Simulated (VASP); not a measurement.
**Cs: single point with PBE+D4**

Cs, in a box:

```
CELL_PARAMETERS angstrom
10.50000 0.00000 0.00000
0.00000 11.00000 0.00000
0.00000 0.00000 11.50000
ATOMIC_POSITIONS crystal
Cs 0.50000 0.50455 0.50000
```

```yaml
Program: VASP 6.6.1
Task: single point
Functional: PBE
Dispersion: D4
Potentials_or_basis: VASP PAW PBE potentials, release 64 (Cs_sv)
Cutoff: 400 eV
k_mesh: 1 × 1 × 1
Occupations: gaussian, width 0.005 eV
Spin: collinear spin
Starting_moments: "[0.5] μB"
Dipole_correction: no
Further_INCAR_settings: ALGO = Normal; EDIFF = 1e-06; NBANDS = 14; NELMDL = -8
```

The gap between the frontier levels is 0.76 eV, the net moment is 1.00 μB per cell and the valence electrons inside the program's atomic spheres are Cs 6.54. The dispersion energy per atom is -0.025 eV.

Levels at points of the mesh, in eV from the valence-band top:
Spin up:
```csv
k point,band 3,band 4,band 5,band 6,band 7,band 8
"(0.00, 0.00, 0.00)",-11.26,-11.26,0.00,1.61,1.65,1.67
```
Spin down:
```
           k point  band 1  band 2  band 3  band 4  band 5  band 6  band 7  band 8  band 9
(0.00, 0.00, 0.00)  -24.42  -11.18  -11.18  -11.18    0.76    2.40    2.42    2.46    2.47
```

Wall time 100 s on 1 thread of AMD EPYC 9R45 96-Core Processor (Zen 5), with other jobs on the host, peak memory 1 GiB.

Caveat: spin-orbit coupling is left out, which moves the levels of the heavy elements.
